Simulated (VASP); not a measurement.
A run of VASP 6.6.1 is set up as follows.

Contents of INCAR:

```
  PREC = Accurate
  ENCUT = 520
  EDIFF = 1E-7
  ISMEAR = -1
  SIGMA = 0.05
  LREAL = F
  LASPH = T
  NELM = 80
  ALGO = Normal
  ISIF = 2
  LWAVE = F
  LCHARG = F
  GGA = PE
  NBANDS = 26
```

KPOINTS

```
Automatic mesh
0
Gamma
  7 7 7
```

File POSCAR:

```
ZrOs3
1.0
    4.0491797022      0.0000000000      0.0000000000
    0.0000000000      4.0491797022      0.0000000000
    0.0000000000      0.0000000000      4.0491797022
Os Zr
3 1
Direct
    0.0000000000      0.5000000000      0.5000000000
    0.5000000000      0.0000000000      0.5000000000
    0.5000000000      0.5000000000      0.0000000000
    0.0000000000      0.0000000000      0.0000000000
```

Potentials or basis: VASP PAW PBE potentials, release 64 (Os, Zr_sv).

Launch:

```bash
$ cat potpaw_PBE.64/Os/POTCAR potpaw_PBE.64/Zr_sv/POTCAR > POTCAR
$ mpirun -np 1 vasp_std > vasp.out
```

Question: Estimate the pressure.

Answer: -11.9 GPa.

Question: Predict the band gap on the k mesh.

Answer: Zero (band 18 reaches 11.04 eV, above the bottom of band 19 at 7.72 eV).

Caveat: spin-orbit coupling is left out, which moves the levels of the heavy elements.
